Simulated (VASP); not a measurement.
Set up this calculation in VASP 6.6.1, as the native input.

| Quantity | Value |
| --- | --- |
| Task | single point |
| Functional | LDA |
| Potentials or basis | VASP PAW LDA potentials, release 64 (B, P) |
| Cutoff | 500 eV |
| k mesh | 8 × 8 × 8 |
| Occupations | gaussian, width 0.1 eV |
| Spin | no spin polarisation |
| Dipole correction | no |
| Further INCAR settings | ALGO = Normal; EDIFF = 1e-06; NBANDS = 11 |

The structure of BP (l.bA) lies in POSCAR:

```
BP
1.0
    0.0000000000      2.2600000000      2.2600000000
    2.2600000000      0.0000000000      2.2600000000
    2.2600000000      2.2600000000      0.0000000000
B P
1 1
Direct
    0.0000000000      0.0000000000      0.0000000000
    0.2500000000      0.2500000000      0.2500000000
```

The input as run:

INCAR

```
PREC = Accurate ; ENCUT = 500
EDIFF = 1E-6 ; ISMEAR = 0
SIGMA = 0.1 ; LREAL = F
LASPH = T ; NELM = 120
ALGO = Normal ; ISIF = 2
LWAVE = F ; LCHARG = F
GGA = CA ; NBANDS = 11
GGA_COMPAT = F
```

KPOINTS

```
Automatic mesh
0
Gamma
  8 8 8
```

Potentials or basis: VASP PAW LDA potentials, release 64 (B, P).

The run is started by

```sh
$ cat potpaw_LDA.64/B/POTCAR potpaw_LDA.64/P/POTCAR > POTCAR
$ mpirun -np 1 vasp_std > vasp.out
```

Results of the run:

| Property | Result |
| --- | --- |
| Pressure | -3.4 GPa |
| Band gap on the k mesh | 1.20 eV, indirect (least direct gap 3.40 eV) |

Wall time 6.9 s on 1 thread of AMD EPYC 7R43 64-Core Processor (Zen 3) (shared host), peak memory 0.08 GiB.
